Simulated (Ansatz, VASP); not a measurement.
## One calculation of SrTiO3, two programs

The input INCAR:

```
SYSTEM = SrTiO3
ALGO = Normal
EDIFF = 1E-8
ENCUT = 520
GGA = PS
ISIF = 2
ISMEAR = -1
LASPH = .TRUE.
LCHARG = .FALSE.
LEFG = .TRUE.
LREAL = .FALSE.
LWAVE = .FALSE.
NBANDS = 28
NELM = 60
PREC = Accurate
SIGMA = 0.05
```

The input KPOINTS:

```
k-points
0
G
  7 7 7
  0 0 0
```

The input POSCAR:

```
SrTiO3
1.0
    3.9050000000      0.0000000000      0.0000000000
    0.0000000000      3.9050000000      0.0000000000
    0.0000000000      0.0000000000      3.9440500000
Sr Ti O
1 1 3
Direct
    0.0000000000      0.0000000000      0.0000000000
    0.5000000000      0.5000000000      0.5000000000
    0.0000000000      0.5000000000      0.5000000000
    0.5000000000      0.0000000000      0.5000000000
    0.5000000000      0.5000000000      0.0000000000
```

Input for Ansatz:

```yaml
crystal:
  lattice:
    - [3.905, 0.0, 0.0]
    - [0.0, 3.905, 0.0]
    - [0.0, 0.0, 3.94405]
  atoms:
    - { symbol: Sr, position: [0.0, 0.0, 0.0] }
    - { symbol: Ti, position: [0.5, 0.5, 0.5] }
    - { symbol: O, position: [0.0, 0.5, 0.5] }
    - { symbol: O, position: [0.5, 0.0, 0.5] }
    - { symbol: O, position: [0.5, 0.5, 0.0] }
kpoints:
  mp_grid: { grid: [7, 7, 7] }
scf:
  occupations: { method: fermi_dirac, width: 0.05 }
hamiltonian:
  xc: pbesol
  pseudopotentials: { kind: all_electron, datasets: crystal }
output:
  forces: true
  stress: true
  eigenvalues: true
  efg: { contact_densities: true }
```

Change from the starting cell: zz strain of +1 %, crystal datasets.

Alike in both runs: task electric field gradients; functional PBEsol; k mesh 7 × 7 × 7; occupations fermi-dirac, width 0.05 eV; no spin polarisation.

```csv
,VASP,Ansatz
version,VASP 6.6.1,Ansatz 0.2.0
potentials or method,"VASP PAW PBE potentials, release 64 (Sr_sv, Ti_sv, O), cutoff 520 eV","all-electron PAW with datasets made for the crystal, scalar-relativistic"
```

```csv
,VASP,Ansatz,Ansatz less VASP
gap on the k mesh at the Fermi level (eV),1.84,1.87,+0.026
pressure (GPa),-3.0,-3.7,-0.65
"traceless stress, the component that is largest in VASP (GPa)",-1.48,-1.46,+0.025
size of Vzz on the site where it differs most (V/Å²),8.9,9.8,+0.88
```

VASP's potentials were made for PBE, not for PBEsol. Ansatz ran all-electron here, and VASP with PAW potentials.
